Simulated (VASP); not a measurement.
# Mo (P6/mmm) in VASP: notebook

Runs on Mo. Level: r2SCAN. Tasks: single point.

Everything below comes from runs of VASP 6.6.1. Logs are shortened: lines on timing, memory, paths and dates and some standing lists are left out, and cuts for length are marked.

## (1) The cell of the first run

Symmetry: P6/mmm, No. 191, hexagonal system. The conventional cell has a = 4.716 Å, b = 4.716 Å, c = 2.581 Å, α = 90.00°, β = 90.00°, γ = 120.00°. Mo (site symmetry 6/mmm) has 14 Mo at 2.58 to 3.01 Å within 3.4 Å. Mo (site symmetry -6m2) has 11 Mo at 2.58 to 3.01 Å within 3.4 Å.

This isn't the form of Mo at room conditions, which is bcc.

## (2) Single point, r2SCAN (16.57 Å³/atom)

POSCAR

```
Mo
1.0
    4.7163648707      0.0000000000      0.0000000000
   -2.3581824353      4.0844917915      0.0000000000
    0.0000000000      0.0000000000      2.5810861685
Mo
3
Direct
    0.0000000000      1.0000000000      1.0000000000
    0.3333333333      0.6666666667      0.5000000000
    0.6666666667      0.3333333333      0.5000000000
```

INCAR.step1

```
SYSTEM = Mo
PREC = Accurate
ENCUT = 520
ISMEAR = -1
SIGMA = 0.1
LREAL = .False.
LASPH = .True.
NELM = 100
NBANDS = 28
GGA = PE
ALGO = Normal
EDIFF = 1E-4
LWAVE = .True.
LCHARG = .False.
```

INCAR.step2

```
SYSTEM = Mo
PREC = Accurate
ENCUT = 520
EDIFF = 1E-6
ISMEAR = -1
SIGMA = 0.1
LREAL = .False.
LASPH = .True.
NELM = 100
ALGO = Normal
ISIF = 2
LWAVE = .False.
LCHARG = .False.
METAGGA = R2SCAN
LMIXTAU = .True.
NBANDS = 28
ISTART = 1
```

KPOINTS

```
Automatic mesh
0
Gamma
  9 9 14
  0 0 0
```

Potentials or basis: VASP PAW PBE potentials, release 64 (Mo_sv).

On the command line:

```console
$ cat potpaw_PBE.64/Mo_sv/POTCAR > POTCAR
$ cp INCAR.step1 INCAR
$ mpirun -np 1 vasp_std > vasp.out
$ cp INCAR.step2 INCAR
$ mpirun -np 1 vasp_std > vasp.out
```

OUTCAR:

```text
SYSTEM = Mo
   PREC = Accurate
   ENCUT = 520
   EDIFF = 1E-6
   ISMEAR = -1
   LREAL = .False.
   LASPH = .True.
   NELM = 100
   ISIF = 2
   METAGGA = R2SCAN
   ISTART = 1

 ion  position               nearest neighbor table
   1  0.000  0.000  0.000-   2 3.01   3 3.01   2 3.01   3 3.01   2 3.01   2 3.01   3 3.01   3 3.01
                             3 3.01   3 3.01   2 3.01   2 3.01
   2  0.333  0.667  0.500-   3 2.72   3 2.72   3 2.72   1 3.01   1 3.01   1 3.01   1 3.01   1 3.01
                             1 3.01
   3  0.667  0.333  0.500-   2 2.72   2 2.72   2 2.72   1 3.01   1 3.01   1 3.01   1 3.01   1 3.01
                             1 3.01

  LATTYP: Found a hexagonal cell.
 ALAT       =     4.7163648707
 C/A-ratio  =     0.5472617661

  Lattice vectors:

 A1 = (   4.7163648707,   0.0000000000,   0.0000000000)
 A2 = (  -2.3581824353,   4.0844917915,   0.0000000000)
 A3 = (   0.0000000000,   0.0000000000,   2.5810861685)

Analysis of symmetry for initial positions (statically):
=====================================================================
 Subroutine PRICEL returns:
 Original cell was already a primitive cell.

 Routine SETGRP: Setting up the symmetry group for a
 hexagonal supercell.

 Subroutine GETGRP returns: Found 24 space group operations
 (whereof 24 operations were pure point group operations)
 out of a pool of 24 trial point group operations.

The static configuration has the point symmetry D_6h.

Analysis of symmetry for dynamics (positions and initial velocities):
=====================================================================
 Subroutine PRICEL returns:
 Original cell was already a primitive cell.

 Routine SETGRP: Setting up the symmetry group for a
 hexagonal supercell.

 Subroutine GETGRP returns: Found 24 space group operations
 (whereof 24 operations were pure point group operations)
 out of a pool of 24 trial point group operations.

The dynamic configuration has the point symmetry D_6h.

 Subroutine INISYM returns: Found 24 space group operations
 (whereof 24 operations are pure point group operations),
 and found     1 'primitive' translations

----------------------------------------------------------------------------------------

                                     Primitive cell

  volume of cell :      49.7219

  direct lattice vectors                    reciprocal lattice vectors
     4.716364871  0.000000000  0.000000000     0.212027701  0.122414250  0.000000000
    -2.358182435  4.084491791  0.000000000     0.000000000  0.244828500  0.000000000
     0.000000000  0.000000000  2.581086169     0.000000000  0.000000000  0.387433791

  length of vectors
     4.716364871  4.716364871  2.581086169     0.244828500  0.244828500  0.387433791

  position of ions in fractional coordinates (direct lattice)
     0.000000000  0.000000000  0.000000000
     0.333333333  0.666666667  0.500000000
     0.666666667  0.333333333  0.500000000

  ion indices of the primitive-cell ions
   primitive index   ion index
                 1           1
                 2           2
                 3           3

----------------------------------------------------------------------------------------

 KPOINTS: Automatic mesh

Automatic generation of k-mesh.
 Grid dimensions read from file:
 generate k-points for:    9    9   14

 Generating k-lattice:

  Cartesian coordinates                     Fractional coordinates (reciprocal lattice)
     0.023558633  0.013601583  0.000000000     0.111111111  0.000000000  0.000000000
     0.000000000  0.027203167  0.000000000     0.000000000  0.111111111  0.000000000
     0.000000000  0.000000000  0.027673842     0.000000000  0.000000000  0.071428571

  Length of vectors
     0.027203167  0.027203167  0.027673842

  Shift w.r.t. Gamma in fractional coordinates (k-lattice)
     0.000000000  0.000000000  0.000000000

 Subroutine IBZKPT returns following result:
 ===========================================

 Found     96 irreducible k-points:

 Following reciprocal coordinates:
            Coordinates               Weight
  0.000000  0.000000  0.000000      1.000000
  0.111111  0.000000  0.000000      6.000000
  0.222222  0.000000  0.000000      6.000000
  0.333333 -0.000000  0.000000      6.000000
  0.444444  0.000000  0.000000      6.000000
  0.111111  0.111111  0.000000      6.000000
[... 16 lines left out ...]
  0.333333  0.222222  0.071429     24.000000
  0.333333  0.333333  0.071429      4.000000
 [... further k-points ...]
   k-points           NKPTS =     96   k-points in BZ     NKDIM =     96   number of bands    NBANDS=     28
   number of dos      NEDOS =    301   number of ions     NIONS =      3
   total plane-waves  NPLWV =  25920
   dimension x,y,z NGX =    36 NGY =   36 NGZ =   20
   dimension x,y,z NGXF=    72 NGYF=   72 NGZF=   40
   ions per type =               3
   NGX,Y,Z   is equivalent  to a cutoff of  12.69, 12.69, 12.88 a.u.
   NGXF,Y,Z  is equivalent  to a cutoff of  25.38, 25.38, 25.76 a.u.
 SYSTEM =  Mo
   PREC   = accura    normal or accurate (medium, high low for compatibility)
   ISTART =      1    job   : 0-new  1-cont  2-samecut
   ICHARG =      0    charge: 1-file 2-atom 10-const
   ISPIN  =      1    spin polarized calculation?
   LNONCOLLINEAR =      F non collinear calculations
   LSORBIT =      F    spin-orbit coupling
   LASPH  =      T    aspherical Exc in radial PAW
   ENCUT  =  520.0 eV  38.22 Ry    6.18 a.u.   8.77  8.77  4.80*2*pi/ulx,y,z
   NELM   =    100;   NELMIN=  2; NELMDL=  0     # of ELM steps
   EDIFF  = 0.1E-05   stopping-criterion for ELM
   LREAL  =      F    real-space projection
   EDIFFG = 0.1E-04   stopping-criterion for IOM
   NSW    =      0    number of steps for IOM
   IBRION =     -1    ionic relax: 0-MD 1-quasi-New 2-CG
   NFREE  =      0    steps in history (QN), initial steepest desc. (CG)
   ISIF   =      2    stress and relaxation
   ISYM   =      2    0-nonsym 1-usesym 2-fastsym
   POTIM  = 0.5000    time-step for ionic-motion
   TEBEG  =    0.0;   TEEND  =   0.0 temperature during run
   PSTRESS=    0.0 pullay stress
   NELECT =      42.0000    total number of electrons
   NUPDOWN=      -1.0000    fix difference up-down
   EMIN   =  10.00;   EMAX   =-10.00  energy-range for DOS
   EFERMI =   0.00;   METHOD = LEGACY
   ISMEAR =    -1;   SIGMA  =   0.10  broadening in eV -4-tet -1-fermi 0-gaus
   EFERMI_NEDOS =   21; number of points for ismear=-14 and -15
   IALGO  =     38    algorithm
   IMIX   =      4    mixing-type and parameters
     AMIX     =   0.40;   BMIX     =  1.00
     AMIX_MAG =   1.60;   BMIX_MAG =  1.00
  volume/ion in A,a.u.               =      16.57       111.85
  Fermi-wavevector in a.u.,A,eV,Ry     =   1.547540  2.924427 32.584332  2.394881
  Thomas-Fermi vector in A             =   2.652619
   LORBIT       =      0    0 simple, 1 ext, 2 COOP (PROOUT), +10 PAW based schemes
   METAGGA = R2SCAN    functional components
   LHFCALC =     F    Hartree Fock is set to
   AEXX    =    0.0000 exact exchange contribution
   IVDW    =     0    specifies the selected vdW correction
   LEPSILON=     F    determine dielectric tensor
   LRPA    =     F    only Hartree local field effects (RPA)
 non-spin polarized calculation
  energy-cutoff  :      520.00
  volume of cell :       49.72
 maximum number of plane-waves:      1360
 NGX is ok and might be reduce to    36
   NGX = 17   NGY = 17   NGZ =  9

 number of electron      42.0000000 magnetization

 Free energy of the ion-electron system (eV)
  ---------------------------------------------------
  ext. energy  EPLUGINS =         0.00000000
  ---------------------------------------------------
  free energy    TOTEN  =       -76.92011474 eV

  energy without entropy =      -76.79645342  energy(sigma->0) =      -76.85828408

 E-fermi :  11.4745     XC(G=0): -14.2253

 val. band max:       11.4708190926   @ k =   0.4444   0.0000   0.2143
 cond. band min:      11.4781124216   @ k =   0.4444   0.1111   0.2857
 fundamental gap:      0.0072933290
 Fermi energy:        11.4745241293

 k-point     1 :       0.0000    0.0000    0.0000
  band No.  band energies     occupation
      1     -51.5582      2.00000
      2     -51.3562      2.00000
      3     -51.2042      2.00000
      4     -24.9933      2.00000
      5     -24.9933      2.00000
      6     -24.9557      2.00000
[... 20 lines left out ...]
     27      15.7806      0.00000
     28      15.7806      0.00000

 k-point     2 :       0.1111    0.0000    0.0000
  band No.  band energies     occupation
      1     -51.5537      2.00000
      2     -51.3556      2.00000
      3     -51.2095      2.00000
      4     -25.0935      2.00000
      5     -25.0721      2.00000
      6     -24.8477      2.00000
[... 20 lines left out ...]
     27      15.5926      0.00000
     28      15.7501      0.00000

 k-point     3 :       0.2222    0.0000    0.0000
  band No.  band energies     occupation
      1     -51.5424      2.00000
      2     -51.3528      2.00000
      3     -51.2243      2.00000
      4     -25.1917      2.00000
      5     -25.1005      2.00000
      6     -24.7275      2.00000
[... 20 lines left out ...]
     27      15.1089      0.00000
     28      15.6569      0.00000

 k-point     4 :       0.3333   -0.0000    0.0000
  band No.  band energies     occupation
      1     -51.5293      2.00000
      2     -51.3457      2.00000
      3     -51.2452      2.00000
      4     -25.2629      2.00000
      5     -25.0529      2.00000
      6     -24.6415      2.00000
[... 20 lines left out ...]
     27      14.7872      0.00000
     28      15.4974      0.00000

 k-point     5 :       0.4444    0.0000    0.0000
  band No.  band energies     occupation
      1     -51.5208      2.00000
      2     -51.3364      2.00000
      3     -51.2634      2.00000
      4     -25.3001      2.00000
      5     -24.9374      2.00000
      6     -24.7658      2.00000
[... 20 lines left out ...]
     27      14.9473      0.00000
     28      15.0454      0.00000

 k-point     6 :       0.1111    0.1111    0.0000
  band No.  band energies     occupation
      1     -51.5458      2.00000
      2     -51.3538      2.00000
      3     -51.2196      2.00000
      4     -25.1445      2.00000
      5     -25.1263      2.00000
      6     -24.7518      2.00000
[... 463 lines left out ...]
      5     -24.8914      2.00000
      6     -24.8658      2.00000
[... 20 lines left out ...]
     27      14.9333      0.00000
     28      15.1105      0.00000

 k-point    22 :       0.2222    0.2222    0.0714
  band No.  band energies     occupation
      1     -51.5128      2.00000
      2     -51.3272      2.00000
      3     -51.2474      2.00000
      4     -25.1648      2.00000
      5     -25.1159      2.00000
      6     -24.7189      2.00000
[... 20 lines left out ...]
     27      14.7640      0.00000
     28      15.1825      0.00000

 k-point    23 :       0.3333    0.2222    0.0714
  band No.  band energies     occupation
      1     -51.5072      2.00000
      2     -51.3121      2.00000
      3     -51.2685      2.00000
      4     -25.1692      2.00000
      5     -25.0214      2.00000
      6     -24.8672      2.00000
[... 20 lines left out ...]
     27      14.8057      0.00000
     28      15.0591      0.00000

 k-point    24 :       0.3333    0.3333    0.0714
  band No.  band energies     occupation
      1     -51.5055      2.00000
      2     -51.2912      2.00000
      3     -51.2912      2.00000
      4     -25.0771      2.00000
      5     -25.0068      2.00000
      6     -25.0068      2.00000
[... 20 lines left out ...]
     27      14.4883      0.00000
     28      15.0997      0.00000

 [... further k-points ...]

------------------------ aborting loop because EDIFF is reached ----------------------------------------

  FORCE on cell =-STRESS in cart. coord.  units (eV):
  Direction    XX          YY          ZZ          XY          YZ          ZX
  --------------------------------------------------------------------------------------
  -------------------------------------------------------------------------------------
  Total       -2.2826378     -2.2826378     -2.9428125     -0.0000000      0.0000000     -0.0000000
  in kB      -73.5528753    -73.5528753    -94.8255239     -0.0000000      0.0000000     -0.0000000
  external PRESSURE =     -80.6437581 kB  Pullay stress =       0.0000000 kB

 VOLUME and BASIS-vectors are now :
 -----------------------------------------------------------------------------
  energy-cutoff  :      520.00
  volume of cell :       49.72
      direct lattice vectors                 reciprocal lattice vectors
     4.716364871  0.000000000  0.000000000     0.212027701  0.122414250  0.000000000
    -2.358182435  4.084491791  0.000000000     0.000000000  0.244828500  0.000000000
     0.000000000  0.000000000  2.581086169     0.000000000  0.000000000  0.387433791

 POSITION                                       TOTAL-FORCE (eV/Angst)
 -----------------------------------------------------------------------------------
      0.00000      0.00000      0.00000         0.000000      0.000000      0.000000
     -0.00000      2.72299      1.29054         0.000000      0.000000      0.000000
      2.35818      1.36150      1.29054        -0.000000     -0.000000      0.000000
 -----------------------------------------------------------------------------------
    total drift:                                0.000000      0.000000     -0.000000

  FREE ENERGIE OF THE ION-ELECTRON SYSTEM (eV)
  ---------------------------------------------------
  free  energy   TOTEN  =       -76.9201147417 eV

  energy  without entropy=      -76.7964534161  energy(sigma->0) =      -76.85828408
```

It took 4.8 min on 1 thread of Intel Xeon 6975P-C (Granite Rapids), shared host; peak memory 0.23 GiB.

What came out:

```
Free energy            : -76.9201 eV
Pressure               : -8.1 GPa
Band gap on the k mesh : zero (bands 21 and 22 overlap by 1.34 eV)
```

Stress tensor (GPa, compression positive):
```
-7.36  0.00  0.00
 0.00 -7.36  0.00
 0.00  0.00 -9.48
```

Levels at points of the mesh, in eV from the Fermi level:
```csv
k point,band 17,band 18,band 19,band 20,band 21,band 22,band 23,band 24,band 25,band 26
"(0.00, 0.00, 0.00)",-2.28,-2.28,-2.23,-2.23,-0.50,-0.50,1.88,1.88,1.97,1.97
"(0.00, 0.00, 0.50)",-2.84,-1.61,-1.12,-1.12,0.10,0.10,2.43,2.43,3.09,3.09
```

Caveat: the cell stands under tension; the PAW data sets were made with another functional, which shifts forces and pressure a little.

(Continued in part 2 of 2.)
